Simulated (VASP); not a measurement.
Write the native input for VASP 6.6.1 that does the following.

| Quantity | Value |
| --- | --- |
| Task | single point |
| Functional | r2SCAN |
| Potentials or basis | VASP PAW PBE potentials, release 64 (Ti_sv, Li_sv, Sb) |
| Cutoff | 520 eV |
| k mesh | 9 × 9 × 5 |
| Occupations | fermi-dirac, width 0.1 eV |
| Spin | no spin polarisation |
| Dipole correction | no |
| Further INCAR settings | ALGO = Normal; EDIFF = 1e-07; NBANDS = 29 |

The system is LiTiSb.

```
Ti Li Sb
1.0
     3.60004    0.00000    0.00000
     0.00000    3.60004    0.00000
     0.00000    0.00000    7.98704
Ti Li Sb
2 2 2
Direct
  0.25000 0.25000 0.24875
  0.75000 0.75000 0.75125
  0.75000 0.25000 0.00000
  0.25000 0.75000 0.00000
  0.25000 0.25000 0.61556
  0.75000 0.75000 0.38444
```

One way to write it, as run:

POSCAR

```
LiTiSb
1.0
    3.6000350000      0.0000000000      0.0000000000
    0.0000000000      3.6000350000      0.0000000000
    0.0000000000      0.0000000000      7.9870360000
Ti Li Sb
2 2 2
Direct
    0.2500000000      0.2500000000      0.2487500000
    0.7500000000      0.7500000000      0.7512500000
    0.7500000000      0.2500000000      0.0000000000
    0.2500000000      0.7500000000      0.0000000000
    0.2500000000      0.2500000000      0.6155600000
    0.7500000000      0.7500000000      0.3844400000
```

INCAR.step1

```
PREC = Accurate
ENCUT = 520
ISMEAR = -1
SIGMA = 0.1
LREAL = False
LASPH = True
NELM = 80
NBANDS = 29
GGA = PE
ALGO = Normal
EDIFF = 1E-4
LWAVE = True
LCHARG = False
```

INCAR.step2

```
PREC = Accurate
ENCUT = 520
EDIFF = 1E-7
ISMEAR = -1
SIGMA = 0.1
LREAL = False
LASPH = True
NELM = 80
ALGO = Normal
ISIF = 2
LWAVE = False
LCHARG = True
METAGGA = R2SCAN
LMIXTAU = True
LELF = True
LVHAR = True
NBANDS = 29
ISTART = 1
```

KPOINTS

```
Automatic mesh
0
Gamma
  9 9 5
```

Potentials or basis: VASP PAW PBE potentials, release 64 (Ti_sv, Li_sv, Sb).

Launch:

```console
$ cat potpaw_PBE.64/Ti_sv/POTCAR potpaw_PBE.64/Li_sv/POTCAR potpaw_PBE.64/Sb/POTCAR > POTCAR
$ cp INCAR.step1 INCAR
$ mpirun -np 1 vasp_std > vasp.out
$ cp INCAR.step2 INCAR
$ mpirun -np 1 vasp_std > vasp.out
```

Results of the run:

```json
{
 "Largest force": "1.351 eV/Å",
 "Band gap on the k mesh": "zero (bands 20 and 21 overlap by 0.49 eV)"
}
```

Caveat: the PAW data sets were made with another functional, which shifts forces and pressure a little; spin-orbit coupling is left out, which moves the levels of the heavy elements.

Run time: 6.5 min on 1 thread of Intel(R) Xeon(R) 6975P-C (Granite Rapids), with other jobs on the host, peak memory 0.3 GiB.
